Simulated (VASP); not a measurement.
The system is Bi.

```xyz
8
Lattice="-4.1290 4.1290 4.1290 4.1290 -4.1290 4.1290 4.1290 4.1290 -4.1290" Properties=species:S:1:pos:R:3 pbc="T T T"
Bi    0.8506    0.8506    0.8506
Bi   -0.8506    3.2784    0.8506
Bi    0.8506   -0.8506    3.2784
Bi    3.2784    0.8506   -0.8506
Bi    3.2784    3.2784    3.2784
Bi    0.8506    4.9796   -0.8506
Bi   -0.8506    0.8506    4.9796
Bi    4.9796   -0.8506    0.8506
```

```yaml
Program: VASP 6.6.1
Task: relaxation of cell and atoms
Functional: PBE
Potentials_or_basis: VASP PAW PBE potentials, release 64 (Bi_d)
Cutoff: 600 eV
k_mesh: 4 × 4 × 4
Occupations: gaussian, width 0.1 eV
Spin: no spin polarisation
```

At the start: pressure 9.6 GPa; volume 35.20 Å³/atom.

Q: Where does the relaxation end?

A: Over 7 steps the energy falls by 183.0 meV/atom and the volume is 43.02 Å³/atom (+22.2 %); space group Ia-3 (No. 206, to 0.05 Å).

Step by step:
| step | energy change (eV) | largest force (eV/Å) | pressure (GPa) | volume (Å³) |
| --- | --- | --- | --- | --- |
| 1 | 0.0000 | 0.4403 | 9.55 | 281.57 |
| 2 | -0.9812 | 0.5163 | -2.93 | 376.07 |
| 3 | -1.4032 | 0.2551 | 0.08 | 336.33 |
| 4 | -1.4028 | 0.2653 | -0.05 | 337.49 |
| 5 | -1.4244 | 0.2180 | -0.08 | 338.81 |
| 6 | -1.4615 | 0.0599 | -0.06 | 342.78 |
| 7 | -1.4640 | 0.0002 | -0.04 | 344.17 |

Final structure:
```xyz
8
Lattice="-4.4147 4.4147 4.4147 4.4147 -4.4147 4.4147 4.4147 4.4147 -4.4147" Properties=species:S:1:pos:R:3 pbc="T T T"
Bi    0.8846    0.8846    0.8846
Bi   -0.8846    3.5301    0.8846
Bi    5.2993    3.5301   -0.8846
Bi    3.5301    0.8846   -0.8846
Bi    3.5301    3.5301    3.5301
Bi    0.8846    5.2993   -0.8846
Bi   -0.8846    0.8846    5.2993
Bi    5.2993   -0.8846    0.8846
```

Caveat: the volume moved by over 15 % at a fixed basis, so the end points are rough.
